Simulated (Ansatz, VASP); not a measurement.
## PtSe2: VASP beside Ansatz

INCAR

```
  PREC = Accurate
  ENCUT = 520
  EDIFF = 1E-7
  ISMEAR = -1
  SIGMA = 0.02
  LREAL = False
  LASPH = True
  NELM = 80
  ALGO = Normal
  ISIF = 2
  LWAVE = False
  LCHARG = False
  GGA = PE
  NBANDS = 18
```

The input KPOINTS:

```
Automatic mesh
0
Gamma
  12 12 6
```

File POSCAR:

```
PtSe2
1.0
    3.9244045078      0.0000000000      0.0000000000
   -1.9622022539      3.3986339985      0.0000000000
    0.0000000000      0.0000000000      5.5542073620
Pt Se
1 2
Direct
    0.0000000000      0.0000000000      0.0000000000
    0.3333333333      0.6666666667      0.2181860956
    0.6666666667      0.3333333333      0.7818139044
```

Input for Ansatz:

```yaml
crystal:
  lattice:
    - [3.9244045078, 0.0, 0.0]
    - [-1.9622022539, 3.3986339985, 0.0]
    - [0.0, 0.0, 5.554207362]
  atoms:
    - { symbol: Pt, position: [0.0, 0.0, 0.0] }
    - { symbol: Se, position: [0.3333333333, 0.6666666667, 0.2181860956] }
    - { symbol: Se, position: [0.6666666667, 0.3333333333, 0.7818139044] }
kpoints:
  mp_grid: { grid: [12, 12, 6] }
  band_path:
    path:
      - [0.0, 0.0, 0.0]
      - [0.5, 0.0, 0.0]
      - [0.3333333333, 0.3333333333, 0.0]
      - [0.0, 0.0, 0.5]
      - [0.5, 0.0, 0.5]
      - [0.3333333333, 0.3333333333, 0.5]
      - [0.3, 0.3, 0.0]
      - [0.0, 0.25, 0.3333333333]
    npoints: 1
hamiltonian:
  xc: pbe
scf:
  occupations: { method: fermi_dirac, width: 0.02 }
  n_extra_bands: 4
output:
  forces: true
  stress: true
  eigenvalues: true
```

Change from the starting cell: hydrostatic strain +5.2%.

Alike in both runs: task single point; functional PBE; k mesh 12 × 12 × 6; occupations fermi-dirac, width 0.02 eV; no spin polarisation.

|  | VASP | Ansatz |
| --- | --- | --- |
| version | VASP 6.6.1 | Ansatz 0.2.0 |
| potentials or method | VASP PAW PBE potentials, release 64 (Pt, Se) | plane waves, PAW |
| plane-wave cutoff (eV) | 520 | 420 |
| valence electrons in the cell | 22 | 50 |

```tsv
	VASP	Ansatz	Ansatz less VASP
pressure (GPa)	-4.0	-4.0	+0.05
traceless stress, the component that is largest in VASP (GPa)	4.03	4.02	-0.010
rms of the force components (eV/Å)	0.020	0.021	+0.0012
```

Atom by atom the forces differ by 0.001 eV/Å (rms over components). The functional is the same, so the differences come from potentials, cutoffs and numerics. VASP's potentials hold 22 valence electrons a cell and Ansatz's 50, so a difference there can come from the potentials and not from the codes.

Neither program's run includes spin-orbit coupling.
